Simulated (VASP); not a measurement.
Input of a VASP 6.6.1 run:

The input POSCAR:

```
HfSiO4
1.0
   -3.2862500000      3.2862500000      2.9816000000
    3.2862500000     -3.2862500000      2.9816000000
    3.2862500000      3.2862500000     -2.9816000000
Hf Si O
2 2 8
Direct
    0.0000000000      0.0000000000      0.0000000000
    0.7500000000      0.2500000000      0.5000000000
    0.5000000000      0.5000000000      0.0000000000
    0.2500000000      0.7500000000      0.5000000000
    0.6802000000      0.4957000000      0.8155000000
    0.2457000000      0.9302000000      0.3155000000
    0.6802000000      0.8647000000      0.1845000000
    0.6147000000      0.9302000000      0.6845000000
    0.0698000000      0.3853000000      0.3155000000
    0.5043000000      0.3198000000      0.1845000000
    0.0698000000      0.7543000000      0.6845000000
    0.1353000000      0.3198000000      0.8155000000
```

Contents of INCAR.step1:

```
SYSTEM = HfSiO4
PREC = Accurate ; ENCUT = 520
ISMEAR = -1 ; SIGMA = 0.05
LREAL = .FALSE. ; LASPH = .TRUE.
NELM = 80 ; NBANDS = 50
GGA = PE ; ALGO = Normal
EDIFF = 1E-4 ; LWAVE = .TRUE.
LCHARG = .FALSE.
```

File INCAR.step2:

```
SYSTEM = HfSiO4
PREC = Accurate ; ENCUT = 520
EDIFF = 1E-6 ; ISMEAR = -1
SIGMA = 0.05 ; LREAL = .FALSE.
LASPH = .TRUE. ; NELM = 80
ALGO = Normal ; ISIF = 2
LWAVE = .FALSE. ; LCHARG = .FALSE.
METAGGA = R2SCAN ; LMIXTAU = .TRUE.
NBANDS = 50 ; ISTART = 1
```

Contents of KPOINTS:

```
regular mesh
0
G
  5 5 5
  0 0 0
```

Potentials or basis: VASP PAW PBE potentials, release 64 (Hf_pv, Si, O).

Command:

```bash
$ cat potpaw_PBE.64/Hf_pv/POTCAR potpaw_PBE.64/Si/POTCAR potpaw_PBE.64/O/POTCAR > POTCAR
$ cp INCAR.step1 INCAR
$ mpirun -np 1 vasp_std > vasp.out
$ cp INCAR.step2 INCAR
$ mpirun -np 1 vasp_std > vasp.out
```

Task: Predict the band gap on the k mesh.

Result: 5.97 eV (least direct gap 6.34 eV).

Task: Estimate the largest force.

Result: 0.275 eV/Å.

Task: Predict the pressure.

Result: -0.7 GPa.

Stress tensor (GPa, compression positive):
```
-0.92  0.00  0.00
 0.00 -0.92  0.00
 0.00  0.00 -0.14
```

Caveat: the PAW data sets were made with another functional, which shifts forces and pressure a little; spin-orbit coupling is left out, which moves the levels of the heavy elements; an odd mesh through Γ misses points on the zone boundary, where band edges can lie. r2SCAN opens gaps a little over a GGA but as a rule still falls short of measured ones.
